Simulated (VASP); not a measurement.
# MgB2 (P6/mmm) in VASP: notebook

MgB2 is run at these levels: LDA; tasks: single point.

Everything below comes from runs of VASP 6.6.1. Logs are shortened: lines on timing, memory, paths and dates and some standing lists are left out, and cuts for length are marked.

### 1 The cell of the first run

It takes space group P6/mmm (No. 191, hexagonal). The conventional cell has a = 3.085 Å, b = 3.085 Å, c = 3.523 Å, α = 90.00°, β = 90.00°, γ = 120.00°. Mg (site symmetry 6/mmm) has 12 B at 2.51 Å and 6 Mg at 3.08 to 3.09 Å within 3.3 Å. Within 2.4 Å of B (site symmetry -6m2) lie 3 B at 1.78 Å.

### 2 Single point, LDA

File INCAR:

```
SYSTEM = MgB2
PREC = Accurate ; ENCUT = 520
EDIFF = 1E-6 ; ISMEAR = -1
SIGMA = 0.05 ; LREAL = .FALSE.
LASPH = .TRUE. ; NELM = 80
ALGO = Normal ; ISIF = 2
LWAVE = .FALSE. ; LCHARG = .TRUE.
GGA = CA ; LELF = .TRUE.
LVHAR = .TRUE. ; NBANDS = 11
```

File KPOINTS:

```
regular mesh
0
G
  10 10 8
  0 0 0
```

File POSCAR:

```
MgB2
1.0
    3.0850000000      0.0000000000      0.0000000000
   -1.5425000000      2.6716883707      0.0000000000
    0.0000000000      0.0000000000      3.5230000000
Mg B
1 2
Direct
    0.0000000000      0.0000000000      0.0000000000
    0.6666666667      0.3333333333      0.5000000000
    0.3333333333      0.6666666667      0.5000000000
```

Potentials or basis: VASP PAW LDA potentials, release 64 (Mg, B).

Command:

```bash
> cat potpaw_LDA.64/Mg/POTCAR potpaw_LDA.64/B/POTCAR > POTCAR
> mpirun -np 1 vasp_std > vasp.out
```

OUTCAR:

```text
SYSTEM = MgB2
   PREC = Accurate
   ENCUT = 520
   EDIFF = 1E-6
   ISMEAR = -1
   LREAL = .FALSE.
   LASPH = .TRUE.
   NELM = 80
   ISIF = 2
   GGA = CA

 ion  position               nearest neighbor table
   1  0.000  0.000  0.000-   2 2.51   3 2.51   2 2.51   3 2.51   2 2.51   2 2.51   3 2.51   3 2.51
                             2 2.51   2 2.51   3 2.51   3 2.51
   2  0.667  0.333  0.500-   3 1.78   3 1.78   3 1.78   1 2.51   1 2.51   1 2.51   1 2.51   1 2.51
                             1 2.51
   3  0.333  0.667  0.500-   2 1.78   2 1.78   2 1.78   1 2.51   1 2.51   1 2.51   1 2.51   1 2.51
                             1 2.51

  LATTYP: Found a hexagonal cell.
 ALAT       =     3.0850000000
 C/A-ratio  =     1.1419773096

  Lattice vectors:

 A1 = (   3.0850000000,   0.0000000000,   0.0000000000)
 A2 = (  -1.5425000000,   2.6716883707,   0.0000000000)
 A3 = (   0.0000000000,   0.0000000000,   3.5230000000)

Analysis of symmetry for initial positions (statically):
=====================================================================
 Subroutine PRICEL returns:
 Original cell was already a primitive cell.

 Routine SETGRP: Setting up the symmetry group for a
 hexagonal supercell.

 Subroutine GETGRP returns: Found 24 space group operations
 (whereof 24 operations were pure point group operations)
 out of a pool of 24 trial point group operations.

The static configuration has the point symmetry D_6h.

Analysis of symmetry for dynamics (positions and initial velocities):
=====================================================================
 Subroutine PRICEL returns:
 Original cell was already a primitive cell.

 Routine SETGRP: Setting up the symmetry group for a
 hexagonal supercell.

 Subroutine GETGRP returns: Found 24 space group operations
 (whereof 24 operations were pure point group operations)
 out of a pool of 24 trial point group operations.

The dynamic configuration has the point symmetry D_6h.

 Subroutine INISYM returns: Found 24 space group operations
 (whereof 24 operations are pure point group operations),
 and found     1 'primitive' translations

----------------------------------------------------------------------------------------

                                     Primitive cell

  volume of cell :      29.0371

  direct lattice vectors                    reciprocal lattice vectors
     3.085000000  0.000000000  0.000000000     0.324149109  0.187147575  0.000000000
    -1.542500000  2.671688371  0.000000000     0.000000000  0.374295150  0.000000000
     0.000000000  0.000000000  3.523000000     0.000000000  0.000000000  0.283848992

  length of vectors
     3.085000000  3.085000000  3.523000000     0.374295150  0.374295150  0.283848992

  position of ions in fractional coordinates (direct lattice)
     0.000000000  0.000000000  0.000000000
     0.666666667  0.333333333  0.500000000
     0.333333333  0.666666667  0.500000000

  ion indices of the primitive-cell ions
   primitive index   ion index
                 1           1
                 2           2
                 3           3

----------------------------------------------------------------------------------------

 KPOINTS: regular mesh

Automatic generation of k-mesh.
 Grid dimensions read from file:
 generate k-points for:   10   10    8

 Generating k-lattice:

  Cartesian coordinates                     Fractional coordinates (reciprocal lattice)
     0.032414911  0.018714758  0.000000000     0.100000000  0.000000000  0.000000000
     0.000000000  0.037429515  0.000000000     0.000000000  0.100000000  0.000000000
     0.000000000  0.000000000  0.035481124     0.000000000  0.000000000  0.125000000

  Length of vectors
     0.037429515  0.037429515  0.035481124

  Shift w.r.t. Gamma in fractional coordinates (k-lattice)
     0.000000000  0.000000000  0.000000000

 Subroutine IBZKPT returns following result:
 ===========================================

 Found     70 irreducible k-points:

 Following reciprocal coordinates:
            Coordinates               Weight
  0.000000  0.000000  0.000000      1.000000
  0.100000  0.000000  0.000000      6.000000
  0.200000  0.000000  0.000000      6.000000
  0.300000  0.000000  0.000000      6.000000
  0.400000  0.000000  0.000000      6.000000
  0.500000  0.000000  0.000000      3.000000
[... 16 lines left out ...]
  0.300000  0.100000  0.125000     24.000000
  0.400000  0.100000  0.125000     24.000000
 [... further k-points ...]
   k-points           NKPTS =     70   k-points in BZ     NKDIM =     70   number of bands    NBANDS=     11
   number of dos      NEDOS =    301   number of ions     NIONS =      3
   total plane-waves  NPLWV =  16128
   dimension x,y,z NGX =    24 NGY =   24 NGZ =   28
   dimension x,y,z NGXF=    48 NGYF=   48 NGZF=   56
   ions per type =               1   2
   NGX,Y,Z   is equivalent  to a cutoff of  12.93, 12.93, 13.21 a.u.
   NGXF,Y,Z  is equivalent  to a cutoff of  25.87, 25.87, 26.43 a.u.
 SYSTEM =  MgB2
   PREC   = accura    normal or accurate (medium, high low for compatibility)
   ISTART =      0    job   : 0-new  1-cont  2-samecut
   ICHARG =      2    charge: 1-file 2-atom 10-const
   ISPIN  =      1    spin polarized calculation?
   LNONCOLLINEAR =      F non collinear calculations
   LSORBIT =      F    spin-orbit coupling
   LASPH  =      T    aspherical Exc in radial PAW
   ENCUT  =  520.0 eV  38.22 Ry    6.18 a.u.   5.74  5.74  6.55*2*pi/ulx,y,z
   NELM   =     80;   NELMIN=  2; NELMDL= -5     # of ELM steps
   EDIFF  = 0.1E-05   stopping-criterion for ELM
   LREAL  =      F    real-space projection
   EDIFFG = 0.1E-04   stopping-criterion for IOM
   NSW    =      0    number of steps for IOM
   IBRION =     -1    ionic relax: 0-MD 1-quasi-New 2-CG
   NFREE  =      0    steps in history (QN), initial steepest desc. (CG)
   ISIF   =      2    stress and relaxation
   ISYM   =      2    0-nonsym 1-usesym 2-fastsym
   POTIM  = 0.5000    time-step for ionic-motion
   TEBEG  =    0.0;   TEEND  =   0.0 temperature during run
   PSTRESS=    0.0 pullay stress
   NELECT =       8.0000    total number of electrons
   NUPDOWN=      -1.0000    fix difference up-down
   EMIN   =  10.00;   EMAX   =-10.00  energy-range for DOS
   EFERMI =   0.00;   METHOD = LEGACY
   ISMEAR =    -1;   SIGMA  =   0.05  broadening in eV -4-tet -1-fermi 0-gaus
   EFERMI_NEDOS =   21; number of points for ismear=-14 and -15
   IALGO  =     38    algorithm
   IMIX   =      4    mixing-type and parameters
     AMIX     =   0.40;   BMIX     =  1.00
     AMIX_MAG =   1.60;   BMIX_MAG =  1.00
  volume/ion in A,a.u.               =       9.68        65.32
  Fermi-wavevector in a.u.,A,eV,Ry     =   1.065255  2.013040 15.439462  1.134768
  Thomas-Fermi vector in A             =   2.200801
   LORBIT       =      0    0 simple, 1 ext, 2 COOP (PROOUT), +10 PAW based schemes
   GGA     = CA    functional components
   LHFCALC =     F    Hartree Fock is set to
   AEXX    =    0.0000 exact exchange contribution
   IVDW    =     0    specifies the selected vdW correction
   LEPSILON=     F    determine dielectric tensor
   LRPA    =     F    only Hartree local field effects (RPA)
 non-spin polarized calculation
  energy-cutoff  :      520.00
  volume of cell :       29.04
 maximum number of plane-waves:       806
 NGX is ok and might be reduce to    24
   NGX = 11   NGY = 11   NGZ = 13

 number of electron       8.0000000 magnetization

 Free energy of the ion-electron system (eV)
  ---------------------------------------------------
  ext. energy  EPLUGINS =         0.00000000
  ---------------------------------------------------
  free energy    TOTEN  =       -17.24775041 eV

  energy without entropy =      -17.24143365  energy(sigma->0) =      -17.24459203

 E-fermi :   5.2601     XC(G=0): -11.0933

 val. band max:        5.2405776672   @ k =   0.1000   0.0000   0.1250
 cond. band min:       5.2722432623   @ k =   0.3000   0.2000   0.0000
 fundamental gap:      0.0316655952
 Fermi energy:         5.2600905754

 k-point     1 :       0.0000    0.0000    0.0000
  band No.  band energies     occupation
      1      -7.0670      2.00000
      2       2.2903      2.00000
      3       5.5834      0.00310
      4       5.5834      0.00310
      5       6.8570      0.00000
      6      11.4904      0.00000
      7      11.4904      0.00000
      8      13.4348      0.00000
      9      15.0360      0.00000
     10      17.7411      0.00000
     11      21.2061      0.00000

 k-point     2 :       0.1000    0.0000    0.0000
  band No.  band energies     occupation
      1      -6.8942      2.00000
      2       2.4591      2.00000
      3       4.7481      1.99993
      4       5.1916      1.59490
      5       7.0122      0.00000
      6      11.3552      0.00000
      7      12.2283      0.00000
      8      13.7794      0.00000
      9      14.4475      0.00000
     10      18.5811      0.00000
     11      20.4424      0.00000

 k-point     3 :       0.2000    0.0000    0.0000
  band No.  band energies     occupation
      1      -6.3788      2.00000
      2       2.9193      2.00000
      3       2.9599      2.00000
      4       4.4101      2.00000
      5       7.4833      0.00000
      6      10.8440      0.00000
      7      12.9313      0.00000
      8      14.0219      0.00000
      9      14.4020      0.00000
     10      19.4317      0.00000
     11      19.5983      0.00000
[... 267 lines left out ...]
 k-point    23 :       0.3000    0.1000    0.1250
  band No.  band energies     occupation
      1      -4.7410      2.00000
      2       0.0480      2.00000
      3       2.7509      2.00000
      4       3.5114      2.00000
      5       8.9017      0.00000
      6      10.0738      0.00000
      7      11.2305      0.00000
      8      14.2059      0.00000
      9      15.6666      0.00000
     10      17.0886      0.00000
     11      19.2650      0.00000

 k-point    24 :       0.4000    0.1000    0.1250
  band No.  band energies     occupation
      1      -3.4632      2.00000
      2      -1.7415      2.00000
      3       2.4229      2.00000
      4       4.5562      2.00000
      5       7.4056      0.00000
      6      10.4330      0.00000
      7      11.5076      0.00000
      8      13.3308      0.00000
      9      15.2656      0.00000
     10      18.4254      0.00000
     11      19.4479      0.00000

 [... further k-points ...]
[... 5 lines left out ...]
  --------------------------------------------------------------------------------------
  -------------------------------------------------------------------------------------
  Total       -1.4964139     -1.4964139     -1.3929172      0.0000000     -0.0000000      0.0000000
  in kB      -82.5674207    -82.5674207    -76.8567962      0.0000000     -0.0000000      0.0000000
  external PRESSURE =     -80.6638792 kB  Pullay stress =       0.0000000 kB

 VOLUME and BASIS-vectors are now :
 -----------------------------------------------------------------------------
  energy-cutoff  :      520.00
  volume of cell :       29.04
      direct lattice vectors                 reciprocal lattice vectors
     3.085000000  0.000000000  0.000000000     0.324149109  0.187147575  0.000000000
    -1.542500000  2.671688371  0.000000000     0.000000000  0.374295150  0.000000000
     0.000000000  0.000000000  3.523000000     0.000000000  0.000000000  0.283848992

 POSITION                                       TOTAL-FORCE (eV/Angst)
 -----------------------------------------------------------------------------------
      0.00000      0.00000      0.00000         0.000000      0.000000      0.000000
      1.54250      0.89056      1.76150         0.000000     -0.000000      0.000000
     -0.00000      1.78113      1.76150        -0.000000      0.000000      0.000000
 -----------------------------------------------------------------------------------
    total drift:                                0.000000     -0.000000     -0.000000

  FREE ENERGIE OF THE ION-ELECTRON SYSTEM (eV)
  ---------------------------------------------------
  free  energy   TOTEN  =       -17.2477504070 eV

  energy  without entropy=      -17.2414336490  energy(sigma->0) =      -17.24459203
```

It took 8.2 s on 1 thread of Intel Xeon Platinum 8488C (Sapphire Rapids), shared host; peak memory 0.15 GiB.

Results:

```yaml
Free_energy: -17.2478 eV
Pressure: -8.1 GPa
Band_gap_on_the_k_mesh: zero (band 4 reaches 6.34 eV, above the bottom of band 5 at 3.89 eV)
```

Stress tensor (GPa, compression positive):
```
-8.26  0.00  0.00
 0.00 -8.26  0.00
 0.00  0.00 -7.69
```

Levels at points of the mesh, in eV from the Fermi level:
| k point | band 1 | band 2 | band 3 | band 4 | band 5 | band 6 | band 7 | band 8 | band 9 |
| --- | --- | --- | --- | --- | --- | --- | --- | --- | --- |
| (0.00, 0.00, 0.00) | -12.33 | -2.97 | 0.32 | 0.32 | 1.60 | 6.23 | 6.23 | 8.17 | 9.78 |
| (0.50, 0.00, 0.00) | -8.44 | -7.80 | -2.20 | 0.17 | 3.01 | 3.86 | 5.26 | 6.94 | 12.33 |
| (0.00, 0.00, 0.50) | -11.02 | -7.47 | 0.70 | 0.70 | 6.57 | 6.57 | 7.85 | 9.79 | 9.95 |
| (0.50, 0.00, 0.50) | -7.44 | -6.88 | -3.60 | -1.91 | -1.37 | 5.73 | 8.53 | 8.77 | 12.82 |

### 3 Single point, LDA

This run uses another cell than the first one, of 9.87 Å³/atom, 1.020 times its volume.

File INCAR:

```
SYSTEM = MgB2
PREC = Accurate ; ENCUT = 520
EDIFF = 1E-6 ; ISMEAR = -1
SIGMA = 0.05 ; LREAL = .False.
LASPH = .True. ; NELM = 100
ALGO = Normal ; ISIF = 2
LWAVE = .False. ; LCHARG = .True.
GGA = CA ; LELF = .True.
LVHAR = .True. ; NBANDS = 11
```

File KPOINTS:

```
regular mesh
0
Gamma
  10 10 8
  0 0 0
```

File POSCAR:

```
MgB2
1.0
    3.1054310590      0.0000000000      0.0000000000
   -1.5527155295      2.6893821868      0.0000000000
    0.0000000000      0.0000000000      3.5463318058
Mg B
1 2
Direct
    0.0000000000      0.0000000000      0.0000000000
    0.6666666667      0.3333333333      0.5000000000
    0.3333333333      0.6666666667      0.5000000000
```

Potentials or basis: VASP PAW LDA potentials, release 64 (Mg, B).

Command:

```bash
> cat potpaw_LDA.64/Mg/POTCAR potpaw_LDA.64/B/POTCAR > POTCAR
> mpirun -np 1 vasp_std > vasp.out
```

It took 8.2 s on 1 thread of Intel Xeon Platinum 8488C (Sapphire Rapids), shared host; peak memory 0.14 GiB.

The run converged. Its results:

```yaml
Free_energy: -17.2140 eV
Pressure: -10.7 GPa
Band_gap_on_the_k_mesh: zero (band 4 reaches 6.19 eV, above the bottom of band 5 at 3.76 eV)
```

Stress tensor (GPa, compression positive):
```
-11.22   0.00   0.00
  0.00 -11.22   0.00
  0.00   0.00  -9.54
```

Levels at points of the mesh, in eV from the Fermi level:
```tsv
k point	band 1	band 2	band 3	band 4	band 5	band 6	band 7	band 8
(0.00, 0.00, 0.00)	-12.21	-2.93	0.31	0.31	1.55	6.15	6.15	7.96
(0.50, 0.00, 0.00)	-8.37	-7.72	-2.17	0.18	2.97	3.81	5.17	6.76
(0.00, 0.00, 0.50)	-10.93	-7.37	0.68	0.68	6.50	6.50	7.73	9.63
(0.50, 0.00, 0.50)	-7.40	-6.81	-3.55	-1.88	-1.36	5.59	8.36	8.64
```
